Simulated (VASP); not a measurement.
Crystal: Be.

```
Be
1.0
     1.11860   -1.98774    0.00027
    -3.32724   -1.97126   -0.02035
    -0.03245   -0.01776   -6.91642
Be
8
Direct
  0.51164 0.82638 0.63397
  0.49140 0.85164 0.12384
  0.98007 0.33964 0.62219
  0.00402 0.31263 0.09924
  0.03258 0.67049 0.89816
  0.97981 0.70149 0.37208
  0.50389 0.14597 0.88103
  0.49659 0.15175 0.36949
```

```yaml
Program: VASP 6.6.1
Task: relaxation of cell and atoms
Functional: PBEsol
Potentials_or_basis: VASP PAW PBE potentials, release 64 (Be)
Cutoff: 600 eV
k_mesh: 10 × 6 × 4
Occupations: gaussian, width 0.1 eV
Spin: no spin polarisation
```

At the start: pressure 7.6 GPa; volume 7.62 Å³/atom.

Where does the relaxation end?

Over 10 steps the energy falls by 90.4 meV/atom and the volume is 7.87 Å³/atom (+3.2 %); space group P6_3/mmc (No. 194, to 0.05 Å).

Step by step:
```csv
step,energy change (eV),largest force (eV/Å),pressure (GPa),volume (Å³)
1,0.0000,2.4114,7.62,60.99
2,-0.6013,0.6432,-1.88,64.23
3,-0.6218,0.4908,-3.44,64.99
4,-0.6946,0.2773,-1.09,63.57
5,-0.7114,0.2518,0.92,62.51
6,-0.7197,0.1318,0.28,62.82
7,-0.7217,0.0910,-0.19,63.06
8,-0.7232,0.0400,-0.07,63.00
9,-0.7234,0.0310,-0.01,62.97
10,-0.7236,0.0142,0.01,62.95
```

Final structure:
```
Be
1.0
     1.13814   -1.97113   -0.00001
    -3.38202   -1.95260    0.00012
     0.00010    0.00013   -7.08236
Be
8
Cartesian
  -2.2443 -2.6098 -4.4259
  -2.2432 -2.6094 -0.8848
  -1.1217 -0.6477 -4.4266
  -1.1214 -0.6475 -0.8863
  -2.2587 -1.3049 -6.1959
  -1.1244 -3.2762 -2.6553
  0.0023 -1.3139 -6.1977
  -0.0020 -1.3138 -2.6563
```

Caveat: the PAW data sets were made with another functional, which shifts forces and pressure a little.
